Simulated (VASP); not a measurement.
AgCl: single point with PBE-based global hybrid with 75 % exact exchange

Crystal: AgCl.

```
Ag Cl
1.0
     0.00000    2.99325    2.99325
     2.99325    0.00000    2.99325
     2.99325    2.99325    0.00000
Ag Cl
1 1
Direct
  0.00000 0.00000 0.00000
  0.25000 0.25000 0.25000
```

```yaml
Program: VASP 6.6.1
Task: single point
Functional: PBE-based global hybrid with 75 % exact exchange
Potentials_or_basis: VASP PAW PBE potentials, release 64 (Ag_sv_GW, Cl)
Cutoff: 470 eV
k_mesh: 4 × 4 × 4
Occupations: gaussian, width 0.01 eV
Spin: no spin polarisation
Dipole_correction: no
Grid_for_exact_exchange_PRECFOCK: Normal
Share_of_exact_exchange: 0.75
Further_INCAR_settings: ALGO = Normal; EDIFF = 1e-06; NBANDS = 20
```

| Quantity | Value |
| --- | --- |
| Pressure | -0.8 GPa |
| Band gap on the k mesh | 8.07 eV |

Levels at points of the mesh, in eV from the valence-band top:
```tsv
k point	band 10	band 11	band 12	band 13	band 14	band 15	band 16	band 17
(0.00, 0.00, 0.00)	-3.47	0.00	0.00	0.00	8.07	15.37	15.37	15.37
(0.50, 0.00, 0.00)	-3.41	-3.33	-0.71	-0.71	10.94	13.58	15.59	15.59
(0.50, 0.50, 0.00)	-3.33	-2.41	-1.81	-1.81	11.23	13.07	15.51	18.40
```

Wall time 18 min on 1 thread of Intel(R) Xeon(R) Platinum 8259CL CPU @ 2.50GHz (Skylake/Cascade Lake), on a shared host, peak memory 0.19 GiB.

Caveat: the k points lie up to 0.45 Å⁻¹ apart; the structure was generated, so it needn't be the stable form of AgCl; the PAW data sets were made with another functional, which shifts forces and pressure a little.
